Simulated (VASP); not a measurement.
Input of a VASP 6.6.1 run:

File POSCAR:

```
Ru
1.0
    2.6738073748      0.0000000000      0.0000000000
   -1.3369036874      2.3155851114      0.0000000000
    0.0000000000      0.0000000000      4.2267978006
Ru
2
Direct
    0.3333333333      0.6666666667      0.2500000000
    0.6666666667      0.3333333333      0.7500000000
```

INCAR.step1

```
  PREC = Accurate
  ENCUT = 620
  ISMEAR = 0
  SIGMA = 0.1
  LREAL = False
  LASPH = True
  NELM = 120
  NBANDS = 23
  GGA = PE
  ALGO = Normal
  EDIFF = 1E-5
  LWAVE = True
  LCHARG = False
  GGA_COMPAT = False
```

The input INCAR.step2:

```
  PREC = Accurate
  ENCUT = 620
  EDIFF = 1E-6
  ISMEAR = 0
  SIGMA = 0.1
  LREAL = False
  LASPH = True
  NELM = 120
  ALGO = Normal
  ISIF = 2
  LWAVE = False
  LCHARG = False
  METAGGA = R2SCAN
  LMIXTAU = True
  NBANDS = 23
  ISTART = 1
  GGA_COMPAT = False
```

The input KPOINTS:

```
Automatic mesh
0
Gamma
  18 18 10
```

Potentials or basis: VASP PAW PBE potentials, release 64 (Ru_sv).

The run is started by

```sh
$ cat potpaw_PBE.64/Ru_sv/POTCAR > POTCAR
$ cp INCAR.step1 INCAR
$ mpirun -np 1 vasp_std > vasp.out
$ cp INCAR.step2 INCAR
$ mpirun -np 1 vasp_std > vasp.out
```

Task: What does it give for the pressure?

Result: 11.2 GPa.

Task: Estimate the band gap on the k mesh.

Result: Zero (bands 16 and 17 overlap by 3.44 eV).

Caveat: the cell stands under pressure; the PAW data sets were made with another functional, which shifts forces and pressure a little.
